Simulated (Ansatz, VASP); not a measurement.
## Bi4Te3 in VASP and in Ansatz

File INCAR:

```
PREC = Accurate
ENCUT = 520
EDIFF = 1E-6
ISMEAR = 0
SIGMA = 0.1
LREAL = F
LASPH = T
NELM = 100
ALGO = Normal
ISIF = 2
LWAVE = F
LCHARG = F
GGA = PE
NBANDS = 48
```

KPOINTS

```
Automatic mesh
0
Gamma
  6 6 6
```

File POSCAR:

```
Bi4Te3
1.0
    2.2255001500      1.2848931100     13.9626703300
   -2.2255001500      1.2848931100     13.9626703300
    0.0000000000     -2.5697862200     13.9626703300
Bi Te
4 3
Direct
    0.7171666600      0.7171666600      0.7171666600
    0.2828333400      0.2828333400      0.2828333400
    0.1460000000      0.1460000000      0.1460000000
    0.8540000000      0.8540000000      0.8540000000
    0.0000000000      0.0000000000      0.0000000000
    0.4260333500      0.4260333500      0.4260333500
    0.5739666500      0.5739666500      0.5739666500
```

Input for Ansatz:

```yaml
crystal:
  lattice:
    - [2.22550015, 1.28489311, 13.96267033]
    - [-2.22550015, 1.28489311, 13.96267033]
    - [0.0, -2.56978622, 13.96267033]
  atoms:
    - { symbol: Bi, position: [0.71716666, 0.71716666, 0.71716666] }
    - { symbol: Bi, position: [0.28283334, 0.28283334, 0.28283334] }
    - { symbol: Bi, position: [0.146, 0.146, 0.146] }
    - { symbol: Bi, position: [0.854, 0.854, 0.854] }
    - { symbol: Te, position: [0.0, 0.0, 0.0] }
    - { symbol: Te, position: [0.42603335, 0.42603335, 0.42603335] }
    - { symbol: Te, position: [0.57396665, 0.57396665, 0.57396665] }
basis:
  ecutwfc: 420
kpoints:
  mp_grid: { grid: [6, 6, 6] }
hamiltonian:
  xc: pbe
scf:
  occupations: { method: gaussian, width: 0.1 }
  lower_state_search: "off"
output:
  forces: true
  stress: true
  eigenvalues: true
```

Alike in both runs: task single point; functional PBE; k mesh 6 × 6 × 6; occupations gaussian, width 0.1 eV; no spin polarisation.

|  | VASP | Ansatz |
| --- | --- | --- |
| version | VASP 6.6.1 | Ansatz 0.2.0 |
| potentials or method | VASP PAW PBE potentials, release 64 (Bi_d, Te), cutoff 520 eV | scalar-relativistic, plane waves, PAW |
| valence electrons in the cell | 78 | 108 |

```tsv
	VASP	Ansatz	Ansatz less VASP
gap on the k mesh at the Fermi level (eV)	0.16	0.17	+0.006
least direct gap on the mesh (eV)	0.33	0.33	+0.005
pressure (GPa)	0.9	1.0	+0.04
traceless stress, the component that is largest in VASP (GPa)	-0.48	-0.49	-0.001
rms of the force components (eV/Å)	0.181	0.184	+0.0028
```

Atom by atom the forces differ by 0.004 eV/Å (rms over components). VASP's potentials hold 78 valence electrons a cell and Ansatz's 108, so a difference there can come from the potentials and not from the codes.

Neither program's run includes spin-orbit coupling.
